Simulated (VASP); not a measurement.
SnO2 (rutile type):

```
Sn O
1.0
     4.58216    0.00000    0.00000
     0.00000    4.58216    0.00000
     0.00000    0.00000    3.02422
Sn O
2 4
Direct
  0.00000 0.00000 0.00000
  0.50000 0.50000 0.50000
  0.30500 0.30500 0.00000
  0.69500 0.69500 0.00000
  0.80500 0.19500 0.50000
  0.19500 0.80500 0.50000
```

* Program: VASP 6.6.1
* Task: relaxation of cell and atoms
* Functional: r2SCAN
* Potentials or basis: VASP PAW PBE potentials, release 64 (Sn_d, O)
* Cutoff: 600 eV
* k mesh: 7 × 7 × 10
* Occupations: fermi-dirac, width 0.05 eV
* Spin: no spin polarisation

At the start: pressure 41.8 GPa; volume 10.58 Å³/atom.

Problem. Where does the relaxation end?

Solution. Over 13 steps the energy falls by 184.7 meV/atom and the volume is 12.14 Å³/atom (+14.7 %); space group P4_2/mnm (No. 136, to 0.1 Å) before and after.

Step by step:
| step | energy change (eV) | largest force (eV/Å) | pressure (GPa) | volume (Å³) |
| --- | --- | --- | --- | --- |
| 1 | 0.0000 | 0.6265 | 41.79 | 63.50 |
| 2 | 1.2964 | 0.7320 | -29.33 | 92.32 |
| 3 | -1.0866 | 0.4606 | -1.98 | 73.38 |
| 4 | -1.0921 | 0.4250 | -0.17 | 72.77 |
| 5 | -1.0923 | 0.4131 | 0.40 | 72.57 |
| 6 | -1.1077 | 0.0255 | -0.09 | 72.90 |
| 7 | -1.1078 | 0.0048 | -0.11 | 72.92 |
| 8 | -1.1080 | 0.0013 | 0.05 | 72.84 |
| 9 | -1.1080 | 0.0063 | 0.18 | 72.80 |
| 10 | -1.1080 | 0.0021 | 0.09 | 72.82 |
| 11 | -1.1080 | 0.0041 | 0.12 | 72.82 |
| 12 | -1.1080 | 0.0041 | -0.12 | 72.89 |
| 13 | -1.1080 | 0.0002 | -0.01 | 72.85 |

Final structure:
```
Sn O
1.0
     4.76547    0.00000    0.00000
     0.00000    4.76547    0.00000
     0.00000    0.00000    3.20802
Sn O
2 4
Direct
  0.00000 0.00000 0.00000
  0.50000 0.50000 0.50000
  0.30586 0.30586 0.00000
  0.69414 0.69414 0.00000
  0.80586 0.19414 0.50000
  0.19414 0.80586 0.50000
```

Caveat: the PAW data sets were made with another functional, which shifts forces and pressure a little.
